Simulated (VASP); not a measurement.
Wanted: the native input for a VASP 6.6.1 run.

```
Task                   : single point
Functional             : PBE
Potentials or basis    : VASP PAW PBE potentials, release 64 (Ir, Au)
Cutoff                 : 520 eV
k mesh                 : 24 × 24 × 24
Occupations            : gaussian, width 0.1 eV
Spin                   : no spin polarisation
Dipole correction      : no
Further INCAR settings : ALGO = Fast; EDIFF = 1e-06; NBANDS = 17
```

The structure of IrAu lies in POSCAR:

```
IrAu
1.0
    1.4145984769      0.8167188115      4.6228869230
   -1.4145984769      0.8167188115      4.6228869230
    0.0000000000     -1.6334376229      4.6228869230
Ir Au
1 1
Direct
    0.0000000000      0.0000000000      0.0000000000
    0.5000000000      0.5000000000      0.5000000000
```

The cell was generated, and may not be a known phase.

One way to write it, as run:

INCAR

```
SYSTEM = IrAu
PREC = Accurate ; ENCUT = 520
EDIFF = 1E-6 ; ISMEAR = 0
SIGMA = 0.1 ; LREAL = .False.
LASPH = .True. ; NELM = 100
ALGO = Fast ; ISIF = 2
LWAVE = .False. ; LCHARG = .True.
GGA = PE ; LELF = .True.
LVHAR = .True. ; NBANDS = 17
```

KPOINTS

```
regular mesh
0
Gamma
  24 24 24
  0 0 0
```

Potentials or basis: VASP PAW PBE potentials, release 64 (Ir, Au).

Run with:

```bash
$ cat potpaw_PBE.64/Ir/POTCAR potpaw_PBE.64/Au/POTCAR > POTCAR
$ mpirun -np 1 vasp_std > vasp.out
```

It gave:

| Property | Result |
| --- | --- |
| Pressure | -0.1 GPa |
| Band gap on the k mesh | zero (bands 10 and 11 overlap by 1.79 eV) |

Caveat: spin-orbit coupling is left out, which moves the levels of the heavy elements.

Wall time 17 min on 1 thread of Intel(R) Xeon(R) Platinum 8124M CPU @ 3.00GHz (Skylake/Cascade Lake), on a shared host, peak memory 0.88 GiB.
